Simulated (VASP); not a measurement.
# TePb (Fm-3m) in VASP: notebook, part 2 of 3

VASP 6.6.1. The steps go on from the part before.

### Step 3. Electric field gradients, PBE (volume scaled by 0.98)

File INCAR:

```
SYSTEM = TePb
  PREC = Accurate
  ENCUT = 520
  EDIFF = 1E-8
  ISMEAR = -1
  SIGMA = 0.08
  LREAL = .False.
  LASPH = .True.
  NELM = 80
  ALGO = Normal
  ISIF = 2
  LWAVE = .False.
  LCHARG = .False.
  GGA = PE
  LEFG = .True.
  NBANDS = 17
```

File KPOINTS:

```
Automatic mesh
0
Gamma
  11 11 11
  0 0 0
```

File POSCAR:

```
TePb
1.0
    0.0000000000      3.2053416293      3.2053416293
    3.2053416293      0.0000000000      3.2053416293
    3.2053416293      3.2053416293      0.0000000000
Te Pb
1 1
Direct
    0.5000000000      0.5000000000      0.5000000000
    0.0000000000      0.0000000000      0.0000000000
```

Potentials or basis: VASP PAW PBE potentials, release 64 (Te, Pb_d).

Command:

```sh
$ cat potpaw_PBE.64/Te/POTCAR potpaw_PBE.64/Pb_d/POTCAR > POTCAR
$ mpirun -np 1 vasp_std > vasp.out
```

OUTCAR:

```text
SYSTEM = TePb
   PREC = Accurate
   ENCUT = 520
   EDIFF = 1E-8
   ISMEAR = -1
   LREAL = .False.
   LASPH = .True.
   NELM = 80
   ISIF = 2
   GGA = PE

 ion  position               nearest neighbor table
   1  0.500  0.500  0.500-   2 3.21   2 3.21   2 3.21   2 3.21   2 3.21   2 3.21
   2  0.000  0.000  0.000-   1 3.21   1 3.21   1 3.21   1 3.21   1 3.21   1 3.21

  LATTYP: Found a face centered cubic cell.
 ALAT       =     6.4106832586

  Lattice vectors:

 A1 = (   0.0000000000,   3.2053416293,   3.2053416293)
 A2 = (   3.2053416293,   0.0000000000,   3.2053416293)
 A3 = (   3.2053416293,   3.2053416293,   0.0000000000)

Analysis of symmetry for initial positions (statically):
=====================================================================
 Subroutine PRICEL returns:
 Original cell was already a primitive cell.

 Routine SETGRP: Setting up the symmetry group for a
 face centered cubic supercell.

 Subroutine GETGRP returns: Found 48 space group operations
 (whereof 48 operations were pure point group operations)
 out of a pool of 48 trial point group operations.

The static configuration has the point symmetry O_h .

Analysis of symmetry for dynamics (positions and initial velocities):
=====================================================================
 Subroutine PRICEL returns:
 Original cell was already a primitive cell.

 Routine SETGRP: Setting up the symmetry group for a
 face centered cubic supercell.

 Subroutine GETGRP returns: Found 48 space group operations
 (whereof 48 operations were pure point group operations)
 out of a pool of 48 trial point group operations.

The dynamic configuration has the point symmetry O_h .

 Subroutine INISYM returns: Found 48 space group operations
 (whereof 48 operations are pure point group operations),
 and found     1 'primitive' translations

----------------------------------------------------------------------------------------

                                     Primitive cell

  volume of cell :      65.8647

  direct lattice vectors                    reciprocal lattice vectors
     0.000000000  3.205341629  3.205341629    -0.155989613  0.155989613  0.155989613
     3.205341629  0.000000000  3.205341629     0.155989613 -0.155989613  0.155989613
     3.205341629  3.205341629  0.000000000     0.155989613  0.155989613 -0.155989613

  length of vectors
     4.533037604  4.533037604  4.533037604     0.270181935  0.270181935  0.270181935

  position of ions in fractional coordinates (direct lattice)
     0.500000000  0.500000000  0.500000000
     0.000000000  0.000000000  0.000000000

  ion indices of the primitive-cell ions
   primitive index   ion index
                 1           1
                 2           2

----------------------------------------------------------------------------------------

 KPOINTS: Automatic mesh

Automatic generation of k-mesh.
[... 66 lines left out ...]
   EDIFF  = 0.1E-07   stopping-criterion for ELM
   LREAL  =      F    real-space projection
   EDIFFG = 0.1E-06   stopping-criterion for IOM
   NSW    =      0    number of steps for IOM
   IBRION =     -1    ionic relax: 0-MD 1-quasi-New 2-CG
   NFREE  =      0    steps in history (QN), initial steepest desc. (CG)
   ISIF   =      2    stress and relaxation
   ISYM   =      2    0-nonsym 1-usesym 2-fastsym
   POTIM  = 0.5000    time-step for ionic-motion
   TEBEG  =    0.0;   TEEND  =   0.0 temperature during run
   PSTRESS=    0.0 pullay stress
   NELECT =      20.0000    total number of electrons
   NUPDOWN=      -1.0000    fix difference up-down
   EMIN   =  10.00;   EMAX   =-10.00  energy-range for DOS
   EFERMI =   0.00;   METHOD = LEGACY
   ISMEAR =    -1;   SIGMA  =   0.08  broadening in eV -4-tet -1-fermi 0-gaus
   EFERMI_NEDOS =   21; number of points for ismear=-14 and -15
   IALGO  =     38    algorithm
   IMIX   =      4    mixing-type and parameters
     AMIX     =   0.40;   BMIX     =  1.00
     AMIX_MAG =   1.60;   BMIX_MAG =  1.00
  volume/ion in A,a.u.               =      32.93       222.24
  Fermi-wavevector in a.u.,A,eV,Ry     =   1.100358  2.079374 16.473755  1.210787
  Thomas-Fermi vector in A             =   2.236767
   LORBIT       =      0    0 simple, 1 ext, 2 COOP (PROOUT), +10 PAW based schemes
   GGA     = PE    functional components
   LHFCALC =     F    Hartree Fock is set to
   AEXX    =    0.0000 exact exchange contribution
   IVDW    =     0    specifies the selected vdW correction
   LEPSILON=     F    determine dielectric tensor
   LRPA    =     F    only Hartree local field effects (RPA)
 non-spin polarized calculation
  energy-cutoff  :      520.00
  volume of cell :       65.86
 maximum number of plane-waves:      1807
 NGX is ok and might be reduce to    36
   NGX = 17   NGY = 17   NGZ = 17

 number of electron      20.0000000 magnetization

 Free energy of the ion-electron system (eV)
  ---------------------------------------------------
  ext. energy  EPLUGINS =         0.00000000
  ---------------------------------------------------
  free energy    TOTEN  =        -7.47447279 eV

  energy without entropy =       -7.47433196  energy(sigma->0) =       -7.47440237

 E-fermi :   6.3257     XC(G=0):  -9.4083

 val. band max:        5.8954959124   @ k =   0.4545   0.0000   0.0000
 cond. band min:       6.7073493116   @ k =   0.4545   0.0000   0.0000
 fundamental gap:      0.8118533992
 Fermi energy:         6.3256751002

 k-point     1 :       0.0000    0.0000    0.0000
  band No.  band energies     occupation
      1     -10.8239      2.00000
      2     -10.8239      2.00000
      3     -10.8128      2.00000
      4     -10.8128      2.00000
      5     -10.8128      2.00000
      6      -6.2828      2.00000
[... 457 lines left out ...]
      4     -10.8040      2.00000
      5     -10.8000      2.00000
      6      -5.5351      2.00000
[... 9 lines left out ...]
     16      14.4643      0.00000
     17      14.6567      0.00000

 [... further k-points ...]
[... 5 lines left out ...]
  --------------------------------------------------------------------------------------
  -------------------------------------------------------------------------------------
  Total        1.3528244      1.3528244      1.3528244      0.0000000     -0.0000000      0.0000000
  in kB       32.9078151     32.9078151     32.9078151      0.0000000     -0.0000000      0.0000000
  external PRESSURE =      32.9078151 kB  Pullay stress =       0.0000000 kB

 VOLUME and BASIS-vectors are now :
 -----------------------------------------------------------------------------
  energy-cutoff  :      520.00
  volume of cell :       65.86
      direct lattice vectors                 reciprocal lattice vectors
     0.000000000  3.205341629  3.205341629    -0.155989613  0.155989613  0.155989613
     3.205341629  0.000000000  3.205341629     0.155989613 -0.155989613  0.155989613
     3.205341629  3.205341629  0.000000000     0.155989613  0.155989613 -0.155989613

 POSITION                                       TOTAL-FORCE (eV/Angst)
 -----------------------------------------------------------------------------------
      3.20534      3.20534      3.20534         0.000000      0.000000      0.000000
      0.00000      0.00000      0.00000         0.000000      0.000000      0.000000
 -----------------------------------------------------------------------------------
    total drift:                               -0.000000      0.000000      0.000000

  FREE ENERGIE OF THE ION-ELECTRON SYSTEM (eV)
  ---------------------------------------------------
  free  energy   TOTEN  =        -7.4744727902 eV

  energy  without entropy=       -7.4743319558  energy(sigma->0) =       -7.47440237

 Electric field gradients (V/A^2)
---------------------------------------------------------------------
 ion       V_xx      V_yy      V_zz      V_xy      V_xz      V_yz
---------------------------------------------------------------------
   1       0.000     0.000    -0.000    -0.000    -0.000    -0.000
   2      -0.000     0.000     0.000     0.001     0.001     0.001
---------------------------------------------------------------------

 Electric field gradients after diagonalization (V/A^2)
 (convention: |V_zz| > |V_xx| > |V_yy|)
----------------------------------------------------------------------
 ion       V_xx      V_yy      V_zz     asymmetry (V_yy - V_xx)/ V_zz
----------------------------------------------------------------------
   1       0.000     0.000    -0.000       0.000
   2      -0.001    -0.001     0.002       0.000
----------------------------------------------------------------------

           NMR quadrupolar parameters

 Cq : quadrupolar parameter    Cq=e*Q*V_zz/h
 eta: asymmetry parameters     (V_yy - V_xx)/ V_zz
 Q  : nuclear electric quadrupole moment in mb (millibarn)
----------------------------------------------------------------------
 ion       Cq(MHz)       eta       Q (mb)
----------------------------------------------------------------------
   1      -0.000       0.000       1.000
   2       0.000       0.000       1.000
----------------------------------------------------------------------
```

stdout:

```text
POSCAR found type information on POSCAR TePb
 POSCAR found :  2 types and       2 ions
 scaLAPACK will be used
 LDA part: xc-table for (Slater+PW92), standard interpolation
 POSCAR, INCAR and KPOINTS ok, starting setup
 FFT: planning ... GRIDC
 FFT: planning ... GRID_SOFT
 FFT: planning ... GRID
 WAVECAR not read
 entering main loop
ion   1

ion   2
```

Wall time 73 s (1 thread of Intel Xeon Platinum 8259CL at 2.50GHz (Skylake/Cascade Lake), shared host); peak memory 0.24 GiB.

What came out:

* Free energy: -7.4745 eV
* Pressure: 3.3 GPa

Levels at points of the mesh, in eV from the Fermi level:
```csv
k point,band 7,band 8,band 9,band 10,band 11,band 12,band 13,band 14
"(0.00, 0.00, 0.00)",-5.92,-1.83,-1.83,-1.83,3.72,3.72,3.72,5.35
```

Caveat: this odd mesh misses L, where the gap lies, so gap, dielectric constants and Born charges aren't listed; without QUAD_EFG the Cq values of the log hold for a quadrupole moment of 1 mb, not for the nuclei; spin-orbit coupling is left out, which moves the levels of the heavy elements.

(Continued in part 3 of 3.)
